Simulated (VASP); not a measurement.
# Zn (Fm-3m) in VASP: further runs

Runs on Zn. Level: PBE. Tasks: relaxation of cell and atoms, single point.

All numbers are computed with VASP 6.6.1; they aren't measurements. Logs are shortened: lines on timing, memory, paths and dates and some standing lists are left out, and cuts for length are marked.

**1. The cell of the first run**

Symmetry: Fm-3m, No. 225, cubic system. The conventional cell has a = 3.119 Å, b = 3.119 Å, c = 3.119 Å, α = 90.00°, β = 90.00°, γ = 90.00°. Within 2.9 Å of Zn (site symmetry m-3m) lie 12 Zn at 2.21 Å.

**2. Relaxation of cell and atoms, PBE, target pressure 280 GPa, at which the enthalpy is minimised**

Input file INCAR:

```
PREC = Accurate ; ENCUT = 600
EDIFF = 1E-6 ; ISMEAR = -1
SIGMA = 0.1 ; LREAL = F
LASPH = T ; NELM = 80
ALGO = Normal ; ISIF = 3
LWAVE = F ; LCHARG = F
GGA = PE ; IBRION = 2
NSW = 32 ; EDIFFG = -0.005
PSTRESS = 2800.0
```

Input file KPOINTS:

```
regular mesh
0
Gamma
  21 21 21
```

Input file POSCAR:

```
Zn
1.0
    0.0000000000      1.5593815019      1.5593815019
    1.5593815019      0.0000000000      1.5593815019
    1.5593815019      1.5593815019      0.0000000000
Zn
1
Direct
    0.0000000000      0.0000000000      0.0000000000
```

Potentials or basis: VASP PAW PBE potentials, release 64 (Zn).

Command:

```sh
$ cat potpaw_PBE.64/Zn/POTCAR > POTCAR
$ mpirun -np 1 vasp_std > vasp.out
```

OUTCAR:

```text
PREC = Accurate
   ENCUT = 600
   EDIFF = 1E-6
   ISMEAR = -1
   LREAL = F
   LASPH = T
   NELM = 80
   ISIF = 3
   GGA = PE
   IBRION = 2
   NSW = 32
   EDIFFG = -0.005
   PSTRESS = 2800.0

 ion  position               nearest neighbor table
   1  0.000  0.000  0.000-

  LATTYP: Found a face centered cubic cell.
 ALAT       =     3.1187630038

  Lattice vectors:

 A1 = (   0.0000000000,   1.5593815019,   1.5593815019)
 A2 = (   1.5593815019,   0.0000000000,   1.5593815019)
 A3 = (   1.5593815019,   1.5593815019,   0.0000000000)

Analysis of symmetry for initial positions (statically):
=====================================================================
 Subroutine PRICEL returns:
 Original cell was already a primitive cell.

 Routine SETGRP: Setting up the symmetry group for a
 face centered cubic supercell.

 Subroutine GETGRP returns: Found 48 space group operations
 (whereof 48 operations were pure point group operations)
 out of a pool of 48 trial point group operations.

The static configuration has the point symmetry O_h .

Analysis of symmetry for dynamics (positions and initial velocities):
=====================================================================
 Subroutine PRICEL returns:
 Original cell was already a primitive cell.

 Routine SETGRP: Setting up the symmetry group for a
 face centered cubic supercell.

 Subroutine GETGRP returns: Found 48 space group operations
 (whereof 48 operations were pure point group operations)
 out of a pool of 48 trial point group operations.

The dynamic configuration has the point symmetry O_h .

 Subroutine INISYM returns: Found 48 space group operations
 (whereof 48 operations are pure point group operations),
 and found     1 'primitive' translations

----------------------------------------------------------------------------------------

                                     Primitive cell

  volume of cell :       7.5838

  direct lattice vectors                    reciprocal lattice vectors
     0.000000000  1.559381502  1.559381502    -0.320639946  0.320639946  0.320639946
     1.559381502  0.000000000  1.559381502     0.320639946 -0.320639946  0.320639946
     1.559381502  1.559381502  0.000000000     0.320639946  0.320639946 -0.320639946

  length of vectors
     2.205298469  2.205298469  2.205298469     0.555364677  0.555364677  0.555364677

  position of ions in fractional coordinates (direct lattice)
     0.000000000  0.000000000  0.000000000

  ion indices of the primitive-cell ions
   primitive index   ion index
                 1           1

----------------------------------------------------------------------------------------

 KPOINTS: regular mesh

Automatic generation of k-mesh.
 Grid dimensions read from file:
 generate k-points for:   21   21   21

 Generating k-lattice:

  Cartesian coordinates                     Fractional coordinates (reciprocal lattice)
    -0.015268569  0.015268569  0.015268569     0.047619048  0.000000000  0.000000000
     0.015268569 -0.015268569  0.015268569     0.000000000  0.047619048  0.000000000
     0.015268569  0.015268569 -0.015268569     0.000000000  0.000000000  0.047619048

  Length of vectors
     0.026445937  0.026445937  0.026445937

  Shift w.r.t. Gamma in fractional coordinates (k-lattice)
     0.000000000  0.000000000  0.000000000

 Subroutine IBZKPT returns following result:
 ===========================================

 Found    286 irreducible k-points:

 Following reciprocal coordinates:
            Coordinates               Weight
  0.000000  0.000000  0.000000      1.000000
  0.047619  0.000000  0.000000      8.000000
  0.095238  0.000000  0.000000      8.000000
  0.142857  0.000000  0.000000      8.000000
  0.190476  0.000000  0.000000      8.000000
  0.238095  0.000000  0.000000      8.000000
[... 16 lines left out ...]
 -0.428571  0.047619  0.000000     24.000000
 -0.380952  0.047619  0.000000     24.000000
 [... further k-points ...]
   k-points           NKPTS =    286   k-points in BZ     NKDIM =    286   number of bands    NBANDS=     10
   number of dos      NEDOS =    301   number of ions     NIONS =      1
   total plane-waves  NPLWV =   5832
   dimension x,y,z NGX =    18 NGY =   18 NGZ =   18
   dimension x,y,z NGXF=    36 NGYF=   36 NGZF=   36
   ions per type =               1
   NGX,Y,Z   is equivalent  to a cutoff of  13.57, 13.57, 13.57 a.u.
   NGXF,Y,Z  is equivalent  to a cutoff of  27.14, 27.14, 27.14 a.u.
 SYSTEM =  unknown system
   PREC   = accura    normal or accurate (medium, high low for compatibility)
   ISTART =      0    job   : 0-new  1-cont  2-samecut
   ICHARG =      2    charge: 1-file 2-atom 10-const
   ISPIN  =      1    spin polarized calculation?
   LNONCOLLINEAR =      F non collinear calculations
   LSORBIT =      F    spin-orbit coupling
   LASPH  =      T    aspherical Exc in radial PAW
   ENCUT  =  600.0 eV  44.10 Ry    6.64 a.u.   4.40  4.40  4.40*2*pi/ulx,y,z
   NELM   =     80;   NELMIN=  2; NELMDL= -5     # of ELM steps
   EDIFF  = 0.1E-05   stopping-criterion for ELM
   LREAL  =      F    real-space projection
   EDIFFG = -.5E-02   stopping-criterion for IOM
   NSW    =     32    number of steps for IOM
   IBRION =      2    ionic relax: 0-MD 1-quasi-New 2-CG
   NFREE  =      1    steps in history (QN), initial steepest desc. (CG)
   ISIF   =      3    stress and relaxation
   ISYM   =      2    0-nonsym 1-usesym 2-fastsym
   POTIM  = 0.5000    time-step for ionic-motion
   TEBEG  =    0.0;   TEEND  =   0.0 temperature during run
   PSTRESS= 2800.0 pullay stress
   NELECT =      12.0000    total number of electrons
   NUPDOWN=      -1.0000    fix difference up-down
   EMIN   =  10.00;   EMAX   =-10.00  energy-range for DOS
   EFERMI =   0.00;   METHOD = LEGACY
   ISMEAR =    -1;   SIGMA  =   0.10  broadening in eV -4-tet -1-fermi 0-gaus
   EFERMI_NEDOS =   21; number of points for ismear=-14 and -15
   IALGO  =     38    algorithm
   IMIX   =      4    mixing-type and parameters
     AMIX     =   0.40;   BMIX     =  1.00
     AMIX_MAG =   1.60;   BMIX_MAG =  1.00
  volume/ion in A,a.u.               =       7.58        51.18
  Fermi-wavevector in a.u.,A,eV,Ry     =   1.907683  3.604998 49.515061  3.639254
  Thomas-Fermi vector in A             =   2.945147
   LORBIT       =      0    0 simple, 1 ext, 2 COOP (PROOUT), +10 PAW based schemes
   GGA     = PE    functional components
   LHFCALC =     F    Hartree Fock is set to
   AEXX    =    0.0000 exact exchange contribution
   IVDW    =     0    specifies the selected vdW correction
   LEPSILON=     F    determine dielectric tensor
   LRPA    =     F    only Hartree local field effects (RPA)
 conjugate gradient relaxation of ions
 non-spin polarized calculation
  energy-cutoff  :      600.00
  volume of cell :        7.58
 maximum number of plane-waves:       268
 NGX is ok and might be reduce to    18
   NGX =  9   NGY =  9   NGZ =  9

--------------------------------------- Ionic step        1  -------------------------------------------

 number of electron      12.0000003 magnetization

 Free energy of the ion-electron system (eV)
  ---------------------------------------------------
  ext. energy  EPLUGINS =         0.00000000
  ---------------------------------------------------
  free energy    TOTEN  =         2.31526394 eV

  energy without entropy =        2.32131053  energy(sigma->0) =        2.31828724

------------------------ aborting loop because EDIFF is reached ----------------------------------------

  FORCE on cell =-STRESS in cart. coord.  units (eV):
  Direction    XX          YY          ZZ          XY          YZ          ZX
  --------------------------------------------------------------------------------------
  -------------------------------------------------------------------------------------
  Total       13.5089002     13.5089002     13.5089002      0.0000000     -0.0000000      0.0000000
  in kB     2853.9308420   2853.9308420   2853.9308420      0.0000000     -0.0000000      0.0000000
  external PRESSURE =      53.9308420 kB  Pullay stress =    2800.0000000 kB

 VOLUME and BASIS-vectors are now :
 -----------------------------------------------------------------------------
  energy-cutoff  :      600.00
  volume of cell :        7.58
      direct lattice vectors                 reciprocal lattice vectors
     0.000000000  1.559381502  1.559381502    -0.320639946  0.320639946  0.320639946
     1.559381502  0.000000000  1.559381502     0.320639946 -0.320639946  0.320639946
     1.559381502  1.559381502  0.000000000     0.320639946  0.320639946 -0.320639946
[... 44 lines left out ...]
  FREE ENERGIE OF THE ION-ELECTRON SYSTEM (eV)
  ---------------------------------------------------
  free  energy   TOTEN  =         1.8452857176 eV

  energy  without entropy=        1.8518650017  energy(sigma->0) =        1.84857536

  enthalpy is  TOTEN    =        15.5946297620 eV   P V=       13.7493440444

--------------------------------------- Ionic step        3  -------------------------------------------

 number of electron      12.0000000 magnetization

 Free energy of the ion-electron system (eV)
  ---------------------------------------------------
  ext. energy  EPLUGINS =         0.00000000
  ---------------------------------------------------
  free energy    TOTEN  =         2.24929202 eV

  energy without entropy =        2.25540948  energy(sigma->0) =        2.25235075

 E-fermi :  11.2092     XC(G=0): -15.7295

 val. band max:       11.1220676896   @ k =  -0.4762   0.0952   0.0476
 cond. band min:      11.2240797210   @ k =  -0.4286   0.1905   0.0476
 fundamental gap:      0.1020120313
 Fermi energy:        11.2091896850

 k-point     1 :       0.0000    0.0000    0.0000
  band No.  band energies     occupation
      1      -7.4330      2.00000
      2      -0.6568      2.00000
      3      -0.6568      2.00000
      4      -0.6568      2.00000
      5       0.6389      2.00000
      6       0.6389      2.00000
      7      34.5318      0.00000
      8      39.4787      0.00000
      9      39.4787      0.00000
     10      39.4788      0.00000

 k-point     2 :       0.0476    0.0000    0.0000
  band No.  band energies     occupation
      1      -7.3205      2.00000
      2      -0.6832      2.00000
      3      -0.6315      2.00000
      4      -0.6315      2.00000
      5       0.6288      2.00000
      6       0.6288      2.00000
      7      34.1042      0.00000
      8      37.7154      0.00000
      9      39.1026      0.00000
     10      39.1026      0.00000
[... 274 lines left out ...]
 k-point    24 :      -0.3810    0.0476    0.0000
  band No.  band energies     occupation
      1      -3.2810      2.00000
      2      -0.6602      2.00000
      3      -0.6026      2.00000
      4       0.8087      2.00000
      5       1.2779      2.00000
      6       2.2039      2.00000
      7      13.8300      0.00000
      8      31.6394      0.00000
      9      34.6368      0.00000
     10      36.7318      0.00000

 [... further k-points ...]

------------------------ aborting loop because EDIFF is reached ----------------------------------------

  FORCE on cell =-STRESS in cart. coord.  units (eV):
  Direction    XX          YY          ZZ          XY          YZ          ZX
  --------------------------------------------------------------------------------------
  -------------------------------------------------------------------------------------
  Total       13.3215410     13.3215410     13.3215410      0.0000000      0.0000000     -0.0000000
  in kB     2800.5420844   2800.5420844   2800.5420844      0.0000000      0.0000000     -0.0000000
  external PRESSURE =       0.5420844 kB  Pullay stress =    2800.0000000 kB

 VOLUME and BASIS-vectors are now :
 -----------------------------------------------------------------------------
  energy-cutoff  :      600.00
  volume of cell :        7.62
      direct lattice vectors                 reciprocal lattice vectors
     0.000000000  1.561939890  1.561939890    -0.320114752  0.320114752  0.320114752
     1.561939890 -0.000000000  1.561939890     0.320114752 -0.320114752  0.320114752
     1.561939890  1.561939890  0.000000000     0.320114752  0.320114752 -0.320114752

 POSITION                                       TOTAL-FORCE (eV/Angst)
 -----------------------------------------------------------------------------------
      0.00000      0.00000      0.00000         0.000000      0.000000     -0.000000
 -----------------------------------------------------------------------------------
    total drift:                                0.000000      0.000000      0.000000

  FREE ENERGIE OF THE ION-ELECTRON SYSTEM (eV)
  ---------------------------------------------------
  free  energy   TOTEN  =         2.2492920173 eV

  energy  without entropy=        2.2554094759  energy(sigma->0) =        2.25235075

  enthalpy is  TOTEN    =        15.5682544383 eV   P V=       13.3189624211

 reached required accuracy - stopping structural energy minimisation
```

Wall time 24 s (1 thread of Intel Xeon 6975P-C (Granite Rapids), shared host); peak memory 0.15 GiB.

Results:

| Item | Value |
| --- | --- |
| Free energy | 2.2493 eV |
| Relaxed volume | 7.62 Å³/atom |
| Relaxed cell | a = 2.209 Å, b = 2.209 Å, c = 2.209 Å, α = 60.00°, β = 60.00°, γ = 60.00° |
| Space group after relaxing (to 0.05 Å) | Fm-3m (No. 225) |
| Energy change on relaxing (the enthalpy is what falls) | -66.0 meV/atom |
| Ionic steps | 3 |
| Pressure after relaxing | 280.1 GPa |
| Band gap on the k mesh | zero (band 6 reaches 12.50 eV, above the bottom of band 7 at 10.88 eV) |

Step by step:
```tsv
step	energy change (eV)	largest force (eV/Å)	pressure (GPa)	volume (Å³)
1	0.0000	0.0000	285.39	7.58
2	-0.4700	0.0000	246.57	7.87
3	-0.0660	0.0000	280.05	7.62
```

Final structure:
```
Zn
1.0
     0.00000    1.56194    1.56194
     1.56194    0.00000    1.56194
     1.56194    1.56194    0.00000
Zn
1
Direct
  0.00000 0.00000 0.00000
```

Caveat: the cell is relaxed towards a set pressure, so the enthalpy falls and the energy may rise.

**3. Single point, PBE**

Input file INCAR:

```
SYSTEM = Zn
PREC = Accurate
ENCUT = 520
EDIFF = 1E-6
ISMEAR = -1
SIGMA = 0.1
LREAL = .False.
LASPH = .True.
NELM = 80
ALGO = Normal
ISIF = 2
LWAVE = .False.
LCHARG = .True.
GGA = PE
LELF = .True.
LVHAR = .True.
NBANDS = 12
```

Input file KPOINTS:

```
regular mesh
0
Gamma
  21 21 21
  0 0 0
```

POSCAR is that of step 2.

Potentials or basis: VASP PAW PBE potentials, release 64 (Zn).

Command:

```sh
$ cat potpaw_PBE.64/Zn/POTCAR > POTCAR
$ mpirun -np 1 vasp_std > vasp.out
```

It took 11 s on 1 thread of Intel Xeon 6975P-C, shared host; peak memory 0.13 GiB.

The run converged. Its results:

| Quantity | Value |
| --- | --- |
| Free energy | 2.3153 eV |
| Pressure | 285.6 GPa |
| Band gap on the k mesh | zero (band 6 reaches 12.58 eV, above the bottom of band 7 at 10.98 eV) |

Levels at points of the mesh, in eV from the Fermi level:
```csv
k point,band 4,band 5,band 6,band 7,band 8,band 9
"(0.00, 0.00, 0.00)",-11.92,-10.61,-10.61,23.34,28.34,28.34
```

**4. Single point, PBE**

Input file INCAR:

```
PREC = Accurate ; ENCUT = 520
EDIFF = 1E-6 ; ISMEAR = -1
SIGMA = 0.1 ; LREAL = F
LASPH = T ; NELM = 100
ALGO = Normal ; ISIF = 2
LWAVE = F ; LCHARG = F
GGA = PE ; NBANDS = 12
```

Input file KPOINTS:

```
Automatic mesh
0
Gamma
  21 21 21
```

Input file POSCAR:

```
Zn
1.0
    0.0000000000      1.5593091125      1.5593091125
    1.5593091125      0.0000000000      1.5593091125
    1.5593091125      1.5593091125      0.0000000000
Zn
1
Direct
    0.0000000000      0.0000000000      0.0000000000
```

Potentials or basis: VASP PAW PBE potentials, release 64 (Zn).

Command:

```sh
$ cat potpaw_PBE.64/Zn/POTCAR > POTCAR
$ mpirun -np 1 vasp_std > vasp.out
```

OUTCAR:

```text
PREC = Accurate
   ENCUT = 520
   EDIFF = 1E-6
   ISMEAR = -1
   LREAL = F
   LASPH = T
   NELM = 100
   ISIF = 2
   GGA = PE

 ion  position               nearest neighbor table
   1  0.000  0.000  0.000-

  LATTYP: Found a face centered cubic cell.
 ALAT       =     3.1186182250

  Lattice vectors:

 A1 = (   0.0000000000,   1.5593091125,   1.5593091125)
 A2 = (   1.5593091125,   0.0000000000,   1.5593091125)
 A3 = (   1.5593091125,   1.5593091125,   0.0000000000)

[... 536 lines left out ...]
     12      41.6254      0.00000

 [... further k-points ...]

------------------------ aborting loop because EDIFF is reached ----------------------------------------

  FORCE on cell =-STRESS in cart. coord.  units (eV):
  Direction    XX          YY          ZZ          XY          YZ          ZX
  --------------------------------------------------------------------------------------
  -------------------------------------------------------------------------------------
  Total       13.5244230     13.5244230     13.5244230      0.0000000      0.0000000      0.0000000
  in kB     2857.6081835   2857.6081835   2857.6081835      0.0000000      0.0000000      0.0000000
  external PRESSURE =    2857.6081835 kB  Pullay stress =       0.0000000 kB

 VOLUME and BASIS-vectors are now :
 -----------------------------------------------------------------------------
  energy-cutoff  :      520.00
  volume of cell :        7.58
      direct lattice vectors                 reciprocal lattice vectors
     0.000000000  1.559309113  1.559309113    -0.320654831  0.320654831  0.320654831
     1.559309113  0.000000000  1.559309113     0.320654831 -0.320654831  0.320654831
     1.559309113  1.559309113  0.000000000     0.320654831  0.320654831 -0.320654831

 POSITION                                       TOTAL-FORCE (eV/Angst)
 -----------------------------------------------------------------------------------
      0.00000      0.00000      0.00000        -0.000000     -0.000000     -0.000000
 -----------------------------------------------------------------------------------
    total drift:                                0.000000      0.000000      0.000000

  FREE ENERGIE OF THE ION-ELECTRON SYSTEM (eV)
  ---------------------------------------------------
  free  energy   TOTEN  =         2.3172148117 eV

  energy  without entropy=        2.3232581644  energy(sigma->0) =        2.32023649
```

OSZICAR:

```text
N       E                     dE             d eps       ncg     rms          rms(c)
DAV:   1     0.402530217364E+02    0.40253E+02   -0.64569E+03  7812   0.191E+03
DAV:   2     0.264044305357E+01   -0.37613E+02   -0.35718E+02  7244   0.229E+02
DAV:   3     0.194917617955E+01   -0.69127E+00   -0.68950E+00  7652   0.290E+01
DAV:   4     0.194858762965E+01   -0.58855E-03   -0.58853E-03  7668   0.752E-01
DAV:   5     0.194858752287E+01   -0.10678E-06   -0.10829E-06  6756   0.103E-02    0.165E+01
DAV:   6     0.223725342242E+01    0.28867E+00   -0.79095E-01  8040   0.198E+01    0.939E+00
DAV:   7     0.230605915460E+01    0.68806E-01   -0.69357E-03  8496   0.137E+00    0.316E+00
DAV:   8     0.231720911898E+01    0.11150E-01   -0.17307E-03  8016   0.725E-01    0.273E-02
DAV:   9     0.231721162959E+01    0.25106E-05   -0.88245E-05  7664   0.107E-01    0.133E-02
DAV:  10     0.231721483460E+01    0.32050E-05   -0.54974E-06  6176   0.453E-02    0.189E-03
DAV:  11     0.231721481170E+01   -0.22897E-07   -0.28906E-07  3964   0.797E-03
   1 F= 0.23172148E+01 E0= 0.23202365E+01  d E =-.604335E-02
```

stdout:

```text
POSCAR found type information on POSCAR Zn
 POSCAR found :  1 types and       1 ions
 scaLAPACK will be used
 LDA part: xc-table for (Slater+PW92), standard interpolation
 POSCAR, INCAR and KPOINTS ok, starting setup
 FFT: planning ... GRIDC
 FFT: planning ... GRID_SOFT
 FFT: planning ... GRID
 WAVECAR not read
 entering main loop
```

Wall time 10 s (1 thread of Intel Xeon 6975P-C, shared host); peak memory 0.13 GiB.

What came out:

```
Free energy            : 2.3172 eV
Pressure               : 285.8 GPa
Band gap on the k mesh : zero (band 6 reaches 12.58 eV, above the bottom of band 7 at 10.98 eV)
```

Levels at points of the mesh, in eV from the Fermi level:
```tsv
k point	band 2	band 3	band 4	band 5	band 6	band 7	band 8	band 9	band 10	band 11
(0.00, 0.00, 0.00)	-11.92	-11.92	-11.92	-10.61	-10.61	23.34	28.34	28.34	28.34	31.66
```

(Continued in part 2 of 2.)
